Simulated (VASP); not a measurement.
A run of VASP 6.6.1 is set up as follows.

POSCAR

```
PtSe
1.0
    0.0000000000      3.0374472300      3.0374472300
    3.0374472300      0.0000000000      3.0374472300
    3.0374472300      3.0374472300      0.0000000000
Pt Se
1 1
Direct
    0.0000000000      0.0000000000      0.0000000000
    0.2500000000      0.2500000000      0.2500000000
```

INCAR.step1

```
ALGO = Normal ; EDIFF = 1E-4
ENCUT = 600 ; GGA = PE
ISMEAR = -1 ; LASPH = True
LCHARG = False ; LREAL = False
LWAVE = True ; NELM = 60
PREC = Accurate ; SIGMA = 0.05
```

The input INCAR.step2:

```
ALGO = Normal ; EDIFF = 1E-7
EDIFFG = -0.01 ; ENCUT = 600
IBRION = 2 ; ISIF = 3
ISMEAR = -1 ; ISTART = 1
LASPH = True ; LCHARG = False
LMIXTAU = True ; LREAL = False
LWAVE = False ; METAGGA = R2SCAN
NELM = 60 ; NSW = 60
PREC = Accurate ; SIGMA = 0.05
```

KPOINTS

```
k-points
0
Gamma
  8 8 8
```

Potentials or basis: VASP PAW PBE potentials, release 64 (Pt, Se).

The run is started by

```sh
$ cat potpaw_PBE.64/Pt/POTCAR potpaw_PBE.64/Se/POTCAR > POTCAR
$ cp INCAR.step1 INCAR
$ mpirun -np 1 vasp_std > vasp.out
$ cp INCAR.step2 INCAR
$ mpirun -np 1 vasp_std > vasp.out
```

Task: Estimate the relaxed volume.

Result: 22.46 Å³/atom.

Task: What does it give for the band gap on the k mesh?

Result: Zero (band 8 reaches 7.72 eV, above the bottom of band 9 at 3.81 eV).

Task: Predict the space group after relaxing (to 0.05 Å).

Result: F-43m (No. 216).

Final structure:
```yaml
crystal:
  lattice:
    - [0.00000, 2.82149, 2.82149]
    - [2.82149, 0.00000, 2.82149]
    - [2.82149, 2.82149, 0.00000]
  atoms:
    - { symbol: Pt, position: [0.00000, 0.00000, 0.00000] }
    - { symbol: Se, position: [0.25000, 0.25000, 0.25000] }
```

Caveat: the volume moved by over 15 % at a fixed basis, so the end points are rough; the PAW data sets were made with another functional, which shifts forces and pressure a little; spin-orbit coupling is left out, which moves the levels of the heavy elements.
